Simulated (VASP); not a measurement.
Mg:

```
Mg
1.0
     3.20930    0.00000    0.00000
    -1.60465    2.77934    0.00000
     0.00000    0.00000    5.21030
Mg
2
Cartesian
  0.0000 1.8529 1.3026
  1.6047 0.9264 3.9077
```

| Property | Result |
| --- | --- |
| Program | VASP 6.6.1 |
| Task | relaxation of volume and atoms at fixed shape |
| Functional | LDA |
| Potentials or basis | VASP PAW LDA potentials, release 64 (Mg) |
| Cutoff | 600 eV |
| k mesh | 6 × 6 × 4 |
| Occupations | methfessel-paxton, width 0.1 eV |
| Spin | no spin polarisation |

At the start: pressure -2.8 GPa; volume 23.24 Å³/atom.

Task: Where does the relaxation end?

Result: Over 3 steps the energy falls by 16.7 meV/atom and the volume is 21.48 Å³/atom (-7.6 %); space group P6_3/mmc (No. 194, to 0.05 Å).

Step by step:
```
step  energy change (eV)  largest force (eV/Å)  pressure (GPa)  volume (Å³)
   1              0.0000                0.0000           -2.81        46.47
   2             -0.0312                0.0000           -0.80        43.78
   3             -0.0334                0.0000           -0.04        42.96
```

Final structure:
```
Mg
1.0
     3.12616    0.00000    0.00000
    -1.56308    2.70733    0.00000
     0.00000    0.00000    5.07532
Mg
2
Direct
  0.33333 0.66667 0.25000
  0.66667 0.33333 0.75000
```

Caveat: the k points lie up to 0.39 Å⁻¹ apart in the final cell.
